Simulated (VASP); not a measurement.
# Ba in VASP: a series of runs

The runs below take Ba through single point, with PBE.

Everything below comes from runs of VASP 6.6.1. Logs are shortened: lines on timing, memory, paths and dates and some standing lists are left out, and cuts for length are marked.

### 1 The cell of the first run

It takes space group P6_3/mmc (No. 194, hexagonal). The conventional cell has a = 4.548 Å, b = 4.548 Å, c = 7.500 Å, α = 90.00°, β = 90.00°, γ = 120.00°.

### 2 Single point, PBE (volume scaled by 1.06, then relaxed in part)

INCAR

```
SYSTEM = Ba
PREC = Accurate
ENCUT = 520
EDIFF = 1E-7
ISMEAR = 0
SIGMA = 0.1
LREAL = .False.
LASPH = .True.
NELM = 60
ALGO = Fast
ISIF = 2
LWAVE = .False.
LCHARG = .True.
GGA = PE
LELF = .True.
LVHAR = .True.
NBANDS = 17
```

KPOINTS

```
Automatic mesh
0
Gamma
  12 12 8
  0 0 0
```

POSCAR

```
Ba
1.0
    4.5478328422      0.0000000000      0.0000000000
   -2.2739164211      3.9385387735      0.0000000000
    0.0000000000      0.0000000000      7.4995213591
Ba
2
Direct
    0.3333333333      0.6666666667      0.7500000000
    0.6666666667      0.3333333333      0.2500000000
```

Potentials or basis: VASP PAW PBE potentials, release 64 (Ba_sv).

Started as:

```sh
$ cat potpaw_PBE.64/Ba_sv/POTCAR > POTCAR
$ mpirun -np 1 vasp_std > vasp.out
```

OUTCAR:

```text
SYSTEM = Ba
   PREC = Accurate
   ENCUT = 520
   EDIFF = 1E-7
   ISMEAR = 0
   LREAL = .False.
   LASPH = .True.
   NELM = 60
   ISIF = 2
   GGA = PE

 ion  position               nearest neighbor table
   1  0.333  0.667  0.750-   2 4.58   2 4.58   2 4.58   2 4.58   2 4.58   2 4.58
   2  0.667  0.333  0.250-   1 4.58   1 4.58   1 4.58   1 4.58   1 4.58   1 4.58

  LATTYP: Found a hexagonal cell.
 ALAT       =     4.5478328422
 C/A-ratio  =     1.6490318838

  Lattice vectors:

 A1 = (   4.5478328422,   0.0000000000,   0.0000000000)
 A2 = (  -2.2739164211,   3.9385387735,   0.0000000000)
 A3 = (   0.0000000000,   0.0000000000,   7.4995213591)

Analysis of symmetry for initial positions (statically):
=====================================================================
 Subroutine PRICEL returns:
 Original cell was already a primitive cell.

 Routine SETGRP: Setting up the symmetry group for a
 hexagonal supercell.

 Subroutine GETGRP returns: Found 24 space group operations
 (whereof 12 operations were pure point group operations)
 out of a pool of 24 trial point group operations.

The static configuration has the point symmetry D_3d.
 The point group associated with its full space group is D_6h.

Analysis of symmetry for dynamics (positions and initial velocities):
=====================================================================
 Subroutine PRICEL returns:
 Original cell was already a primitive cell.

 Routine SETGRP: Setting up the symmetry group for a
 hexagonal supercell.

 Subroutine GETGRP returns: Found 24 space group operations
 (whereof 12 operations were pure point group operations)
 out of a pool of 24 trial point group operations.

The dynamic configuration has the point symmetry D_3d.
 The point group associated with its full space group is D_6h.

 Subroutine INISYM returns: Found 24 space group operations
 (whereof 12 operations are pure point group operations),
 and found     1 'primitive' translations

----------------------------------------------------------------------------------------

                                     Primitive cell

  volume of cell :     134.3300

  direct lattice vectors                    reciprocal lattice vectors
     4.547832842  0.000000000  0.000000000     0.219884951  0.126950635  0.000000000
    -2.273916421  3.938538773  0.000000000     0.000000000  0.253901271  0.000000000
     0.000000000  0.000000000  7.499521359     0.000000000  0.000000000  0.133341843

  length of vectors
     4.547832842  4.547832842  7.499521359     0.253901271  0.253901271  0.133341843

  position of ions in fractional coordinates (direct lattice)
     0.333333333  0.666666667  0.750000000
     0.666666667  0.333333333  0.250000000

  ion indices of the primitive-cell ions
   primitive index   ion index
                 1           1
                 2           2

----------------------------------------------------------------------------------------

 KPOINTS: Automatic mesh

Automatic generation of k-mesh.
 Grid dimensions read from file:
 generate k-points for:   12   12    8

 Generating k-lattice:

  Cartesian coordinates                     Fractional coordinates (reciprocal lattice)
     0.018323746  0.010579220  0.000000000     0.083333333  0.000000000  0.000000000
     0.000000000  0.021158439  0.000000000     0.000000000  0.083333333  0.000000000
     0.000000000  0.000000000  0.016667730     0.000000000  0.000000000  0.125000000

  Length of vectors
     0.021158439  0.021158439  0.016667730

  Shift w.r.t. Gamma in fractional coordinates (k-lattice)
     0.000000000  0.000000000  0.000000000

 Subroutine IBZKPT returns following result:
 ===========================================

 Found     95 irreducible k-points:

 Following reciprocal coordinates:
            Coordinates               Weight
  0.000000  0.000000  0.000000      1.000000
  0.083333  0.000000  0.000000      6.000000
  0.166667  0.000000  0.000000      6.000000
  0.250000  0.000000  0.000000      6.000000
  0.333333  0.000000  0.000000      6.000000
  0.416667  0.000000  0.000000      6.000000
[... 16 lines left out ...]
  0.250000  0.000000  0.125000     12.000000
  0.333333  0.000000  0.125000     12.000000
 [... further k-points ...]
   k-points           NKPTS =     95   k-points in BZ     NKDIM =     95   number of bands    NBANDS=     17
   number of dos      NEDOS =    301   number of ions     NIONS =      2
   total plane-waves  NPLWV =  72576
   dimension x,y,z NGX =    36 NGY =   36 NGZ =   56
   dimension x,y,z NGXF=    72 NGYF=   72 NGZF=  112
   ions per type =               2
   NGX,Y,Z   is equivalent  to a cutoff of  13.16, 13.16, 12.41 a.u.
   NGXF,Y,Z  is equivalent  to a cutoff of  26.32, 26.32, 24.83 a.u.
 SYSTEM =  Ba
   PREC   = accura    normal or accurate (medium, high low for compatibility)
   ISTART =      0    job   : 0-new  1-cont  2-samecut
   ICHARG =      2    charge: 1-file 2-atom 10-const
   ISPIN  =      1    spin polarized calculation?
   LNONCOLLINEAR =      F non collinear calculations
   LSORBIT =      F    spin-orbit coupling
   LASPH  =      T    aspherical Exc in radial PAW
   ENCUT  =  520.0 eV  38.22 Ry    6.18 a.u.   8.46  8.46 13.94*2*pi/ulx,y,z
   NELM   =     60;   NELMIN=  2; NELMDL= -5     # of ELM steps
   EDIFF  = 0.1E-06   stopping-criterion for ELM
   LREAL  =      F    real-space projection
   EDIFFG = 0.1E-05   stopping-criterion for IOM
   NSW    =      0    number of steps for IOM
   IBRION =     -1    ionic relax: 0-MD 1-quasi-New 2-CG
   NFREE  =      0    steps in history (QN), initial steepest desc. (CG)
   ISIF   =      2    stress and relaxation
   ISYM   =      2    0-nonsym 1-usesym 2-fastsym
   POTIM  = 0.5000    time-step for ionic-motion
   TEBEG  =    0.0;   TEEND  =   0.0 temperature during run
   PSTRESS=    0.0 pullay stress
   NELECT =      20.0000    total number of electrons
   NUPDOWN=      -1.0000    fix difference up-down
   EMIN   =  10.00;   EMAX   =-10.00  energy-range for DOS
   EFERMI =   0.00;   METHOD = LEGACY
   ISMEAR =     0;   SIGMA  =   0.10  broadening in eV -4-tet -1-fermi 0-gaus
   EFERMI_NEDOS =   21; number of points for ismear=-14 and -15
   IALGO  =     68    algorithm
   IMIX   =      4    mixing-type and parameters
     AMIX     =   0.40;   BMIX     =  1.00
     AMIX_MAG =   1.60;   BMIX_MAG =  1.00
  volume/ion in A,a.u.               =      67.17       453.25
  Fermi-wavevector in a.u.,A,eV,Ry     =   0.867682  1.639681 10.243439  0.752872
  Thomas-Fermi vector in A             =   1.986251
   LORBIT       =      0    0 simple, 1 ext, 2 COOP (PROOUT), +10 PAW based schemes
   GGA     = PE    functional components
   LHFCALC =     F    Hartree Fock is set to
   AEXX    =    0.0000 exact exchange contribution
   IVDW    =     0    specifies the selected vdW correction
   LEPSILON=     F    determine dielectric tensor
   LRPA    =     F    only Hartree local field effects (RPA)
 non-spin polarized calculation
 RMM-DIIS sequential band-by-band and
 Gauss-broadening in eV      SIGMA  =   0.10
  energy-cutoff  :      520.00
  volume of cell :      134.33
 maximum number of plane-waves:      3681
 NGX is ok and might be reduce to    36

 number of electron      19.9999998 magnetization

 Free energy of the ion-electron system (eV)
  ---------------------------------------------------
  ext. energy  EPLUGINS =         0.00000000
  ---------------------------------------------------
  free energy    TOTEN  =        -3.78849602 eV

  energy without entropy =       -3.77148211  energy(sigma->0) =       -3.77998906

 E-fermi :   1.4676     XC(G=0):  -7.2068

 val. band max:        1.4611579696   @ k =   0.3333   0.1667   0.0000
 cond. band min:       1.4680788473   @ k =   0.3333   0.3333   0.1250
 fundamental gap:      0.0069208777
 Fermi energy:         1.4676320950

 k-point     1 :       0.0000    0.0000    0.0000
  band No.  band energies     occupation
      1     -27.5376      2.00000
      2     -27.5089      2.00000
      3     -12.8878      2.00000
      4     -12.5699      2.00000
      5     -12.5699      2.00000
      6     -12.5242      2.00000
[... 9 lines left out ...]
     16       3.5488      0.00000
     17       4.0709      0.00000

 k-point     2 :       0.0833    0.0000    0.0000
  band No.  band energies     occupation
      1     -27.5358      2.00000
      2     -27.5079      2.00000
      3     -12.8796      2.00000
      4     -12.5900      2.00000
      5     -12.5761      2.00000
      6     -12.5437      2.00000
[... 9 lines left out ...]
     16       3.6468      0.00000
     17       3.9292      0.00000

 k-point     3 :       0.1667    0.0000    0.0000
  band No.  band energies     occupation
      1     -27.5307      2.00000
      2     -27.5054      2.00000
      3     -12.8562      2.00000
      4     -12.6449      2.00000
      5     -12.5994      2.00000
      6     -12.5926      2.00000
[... 9 lines left out ...]
     16       3.5794      0.00000
     17       3.7236      0.00000

 k-point     4 :       0.2500    0.0000    0.0000
  band No.  band energies     occupation
      1     -27.5236      2.00000
      2     -27.5022      2.00000
      3     -12.8212      2.00000
      4     -12.7195      2.00000
      5     -12.6725      2.00000
      6     -12.6142      2.00000
[... 9 lines left out ...]
     16       3.9407      0.00000
     17       4.0524      0.00000
[... 343 lines left out ...]
      1     -27.5298      2.00000
      2     -27.5064      2.00000
      3     -12.8464      2.00000
      4     -12.6416      2.00000
      5     -12.6076      2.00000
      6     -12.5904      2.00000
[... 9 lines left out ...]
     16       3.7751      0.00000
     17       3.9614      0.00000

 k-point    23 :       0.2500    0.0000    0.1250
  band No.  band energies     occupation
      1     -27.5227      2.00000
      2     -27.5030      2.00000
      3     -12.8182      2.00000
      4     -12.7121      2.00000
      5     -12.6792      2.00000
      6     -12.6117      2.00000
[... 9 lines left out ...]
     16       4.0485      0.00000
     17       4.1326      0.00000

 k-point    24 :       0.3333    0.0000    0.1250
  band No.  band energies     occupation
      1     -27.5153      2.00000
      2     -27.5000      2.00000
      3     -12.8145      2.00000
      4     -12.7606      2.00000
      5     -12.7395      2.00000
      6     -12.6324      2.00000
[... 9 lines left out ...]
     16       4.4602      0.00000
     17       4.6630      0.00000

 [... further k-points ...]

------------------------ aborting loop because EDIFF is reached ----------------------------------------

  FORCE on cell =-STRESS in cart. coord.  units (eV):
  Direction    XX          YY          ZZ          XY          YZ          ZX
  --------------------------------------------------------------------------------------
  -------------------------------------------------------------------------------------
  Total       -0.3175973     -0.3175973     -0.3409885     -0.0000000      0.0000000      0.0000000
  in kB       -3.7880369     -3.7880369     -4.0670276     -0.0000000      0.0000000      0.0000000
  external PRESSURE =      -3.8810338 kB  Pullay stress =       0.0000000 kB

 VOLUME and BASIS-vectors are now :
 -----------------------------------------------------------------------------
  energy-cutoff  :      520.00
  volume of cell :      134.33
      direct lattice vectors                 reciprocal lattice vectors
     4.547832842  0.000000000  0.000000000     0.219884951  0.126950635  0.000000000
    -2.273916421  3.938538773  0.000000000     0.000000000  0.253901271  0.000000000
     0.000000000  0.000000000  7.499521359     0.000000000  0.000000000  0.133341843

 POSITION                                       TOTAL-FORCE (eV/Angst)
 -----------------------------------------------------------------------------------
     -0.00000      2.62569      5.62464        -0.000000      0.000000      0.000000
      2.27392      1.31285      1.87488         0.000000     -0.000000      0.000000
 -----------------------------------------------------------------------------------
    total drift:                               -0.000000      0.000000     -0.000000

  FREE ENERGIE OF THE ION-ELECTRON SYSTEM (eV)
  ---------------------------------------------------
  free  energy   TOTEN  =        -3.7884960169 eV

  energy  without entropy=       -3.7714821062  energy(sigma->0) =       -3.77998906
```

Run time: 2.2 min. Hardware: 1 thread of Intel Xeon Platinum 8488C (Sapphire Rapids), shared host; peak memory 0.37 GiB.

Results:

```yaml
Free_energy: -3.7885 eV
Pressure: -0.4 GPa
Band_gap_on_the_k_mesh: zero (band 10 reaches 1.60 eV, above the bottom of band 11 at 1.30 eV)
```

Levels at points of the mesh, in eV from the Fermi level:
```csv
k point,band 7,band 8,band 9,band 10,band 11,band 12,band 13,band 14
"(0.00, 0.00, 0.00)",-13.99,-13.99,-2.75,-0.95,0.86,1.64,1.70,1.70
"(0.50, 0.00, 0.00)",-14.07,-14.04,-0.73,-0.38,-0.16,0.48,1.26,1.62
"(0.00, 0.00, 0.50)",-14.01,-14.01,-1.86,-1.86,0.95,0.95,1.70,1.70
"(0.50, 0.00, 0.50)",-14.08,-14.08,-0.73,-0.73,0.43,0.43,1.37,1.37
```

Caveat: the cell differs from its parent crystal (volume scaled by 1.06, then relaxed in part); spin-orbit coupling is left out, which moves the levels of the heavy elements.

### 3 Single point, PBE (volume scaled by 1.10, then relaxed in part)

INCAR

```
ALGO = Fast
EDIFF = 1E-6
ENCUT = 520
GGA = PE
ISIF = 2
ISMEAR = 0
LASPH = T
LCHARG = T
LELF = T
LREAL = F
LVHAR = T
LWAVE = F
NBANDS = 17
NELM = 80
PREC = Accurate
SIGMA = 0.1
```

KPOINTS

```
k-points
0
Gamma
  12 12 8
```

POSCAR

```
Ba
1.0
    4.6043334373      0.0000000000      0.0000000000
   -2.3021667187      3.9874697242      0.0000000000
    0.0000000000      0.0000000000      7.5926926420
Ba
2
Direct
    0.3333333333      0.6666666667      0.7500000000
    0.6666666667      0.3333333333      0.2500000000
```

Potentials or basis: VASP PAW PBE potentials, release 64 (Ba_sv).

Started as:

```sh
$ cat potpaw_PBE.64/Ba_sv/POTCAR > POTCAR
$ mpirun -np 1 vasp_std > vasp.out
```

Wall time 1.9 min (1 thread of Intel Xeon Platinum 8488C (Sapphire Rapids), shared host); peak memory 0.37 GiB.

Results (log left out):

```yaml
Free_energy: -3.7722 eV
Pressure: -0.6 GPa
Band_gap_on_the_k_mesh: zero (band 10 reaches 1.48 eV, above the bottom of band 11 at 1.21 eV)
```

Levels at points of the mesh, in eV from the Fermi level:
```
           k point  band 7  band 8  band 9  band 10  band 11  band 12  band 13  band 14
(0.00, 0.00, 0.00)  -14.08  -14.08   -2.73    -0.94     0.76     1.60     1.66     1.66
(0.50, 0.00, 0.00)  -14.15  -14.13   -0.74    -0.36    -0.15     0.42     1.20     1.58
(0.00, 0.00, 0.50)  -14.10  -14.10   -1.87    -1.87     0.93     0.93     1.65     1.65
(0.50, 0.00, 0.50)  -14.16  -14.16   -0.72    -0.72     0.41     0.41     1.28     1.28
```

Caveat: the cell differs from its parent crystal (volume scaled by 1.10, then relaxed in part); spin-orbit coupling is left out, which moves the levels of the heavy elements.

### 4 Single point, PBE

This run uses another cell than the first one, of 63.31 Å³/atom, 0.943 times its volume.

INCAR

```
SYSTEM = Ba
PREC = Accurate ; ENCUT = 520
EDIFF = 1E-6 ; ISMEAR = 0
SIGMA = 0.1 ; LREAL = .False.
LASPH = .True. ; NELM = 80
ALGO = Fast ; ISIF = 2
LWAVE = .False. ; LCHARG = .True.
GGA = PE ; LELF = .True.
LVHAR = .True. ; NBANDS = 17
```

KPOINTS

```
Automatic mesh
0
Gamma
  6 6 4
  0 0 0
```

POSCAR

```
Ba
1.0
    4.4568674313      0.0000000000      0.0000000000
   -2.2284337157      3.8597604168      0.0000000000
    0.0000000000      0.0000000000      7.3610588950
Ba
2
Direct
    0.3333333333      0.6666666667      0.7500000000
    0.6666666667      0.3333333333      0.2500000000
```

Started as:

```sh
$ cat potpaw_PBE.64/Ba_sv/POTCAR > POTCAR
$ mpirun -np 1 vasp_std > vasp.out
```

Run time: 20 s. Hardware: 1 thread of Intel Xeon 6975P-C (Granite Rapids), shared host; peak memory 0.25 GiB.

Results (log left out):

* Free energy: -3.7890 eV
* Pressure: 0.1 GPa
* Band gap on the k mesh: zero (band 10 reaches 1.79 eV, above the bottom of band 11 at 1.45 eV)

Levels at points of the mesh, in eV from the Fermi level:
```
           k point  band 7  band 8  band 9  band 10  band 11  band 12  band 13  band 14
(0.00, 0.00, 0.00)  -13.89  -13.89   -2.80    -1.00     0.98     1.66     1.74     1.74
(0.50, 0.00, 0.00)  -13.99  -13.95   -0.75    -0.45    -0.23     0.57     1.30     1.64
(0.00, 0.00, 0.50)  -13.91  -13.91   -1.87    -1.87     0.96     0.96     1.73     1.73
(0.50, 0.00, 0.50)  -14.00  -14.00   -0.79    -0.79     0.40     0.40     1.50     1.50
```

Caveat: spin-orbit coupling is left out, which moves the levels of the heavy elements.

### 5 Single point, PBE

This run uses another cell than the first one: it holds 6 atoms, not 2.

INCAR

```
SYSTEM = Ba
ALGO = Normal
EDIFF = 1E-7
ENCUT = 520
GGA = PE
ISIF = 2
ISMEAR = 0
LASPH = .True.
LCHARG = .False.
LREAL = .False.
LWAVE = .False.
NBANDS = 39
NELM = 60
PREC = Accurate
SIGMA = 0.1
```

KPOINTS

```
k-points
0
Gamma
  3 3 2
  0 0 0
```

POSCAR

```
Ba
1.0
    7.6148580495      0.0000000030      0.0000000000
   -3.8074290274      6.5946605155      0.0000000000
    0.0000000000      0.0000000000      7.1729170799
Ba
6
Direct
    0.6675067099      0.0000000000      0.2500000000
    0.0000000000      0.6675067099      0.2500000000
    0.3324932901      0.3324932901      0.2500000000
    0.3324932901      0.0000000000      0.7500000000
    0.0000000000      0.3324932901      0.7500000000
    0.6675067099      0.6675067099      0.7500000000
```

Started as:

```sh
$ cat potpaw_PBE.64/Ba_sv/POTCAR > POTCAR
$ mpirun -np 1 vasp_std > vasp.out
```

Wall time 48 s (1 thread of Intel Xeon 6975P-C (Granite Rapids), shared host); peak memory 0.45 GiB.

Results (log left out):

- Free energy: -11.5595 eV
- Pressure: 0.2 GPa
- Largest force: 0.016 eV/Å
- Band gap on the k mesh: zero (band 30 reaches 1.99 eV, above the bottom of band 31 at 1.84 eV)

Forces in eV/Å, atoms in the order of the input:
```
Ba  -0.016  0.000  0.000
Ba   0.008 -0.014  0.000
Ba   0.008  0.014  0.000
Ba   0.016  0.000  0.000
Ba  -0.008  0.014  0.000
Ba  -0.008 -0.014  0.000
```

Levels at points of the mesh, in eV from the Fermi level:
```csv
k point,band 28,band 29,band 30,band 31,band 32,band 33
"(0.00, 0.00, 0.00)",-0.16,0.12,0.12,0.13,0.13,0.28
"(0.00, 0.00, 0.50)",0.10,0.10,0.10,0.21,0.21,0.22
```

Caveat: the k points lie up to 0.44 Å⁻¹ apart; spin-orbit coupling is left out, which moves the levels of the heavy elements.

### 6 The runs side by side

| cell | k mesh | gap on the mesh (eV) | pressure (GPa) |
| --- | --- | --- | --- |
| a = 4.548, b = 4.548, c = 7.500 Å, angles 90.0, 90.0, 120.0°, 2 atoms | 12 × 12 × 8 | none | -0.4 |
| a = 4.604, b = 4.604, c = 7.593 Å, angles 90.0, 90.0, 120.0°, 2 atoms | 12 × 12 × 8 | none | -0.6 |
| a = 4.457, b = 4.457, c = 7.361 Å, angles 90.0, 90.0, 120.0°, 2 atoms | 6 × 6 × 4 | none | 0.1 |
| a = 7.615, b = 7.615, c = 7.173 Å, angles 90.0, 90.0, 120.0°, 6 atoms | 3 × 3 × 2 | none | 0.2 |

Alike in all rows: task single point; level PBE; potentials or basis VASP PAW PBE potentials, release 64 (Ba_sv); no spin polarisation; cutoff (eV) 520; smearing gaussian 0.1 eV.

Caveats: some runs use coarse meshes; spin-orbit coupling is left out, which moves the levels of the heavy elements.

Total energies depend on the potentials used, so only differences within one code and one set of settings carry meaning.
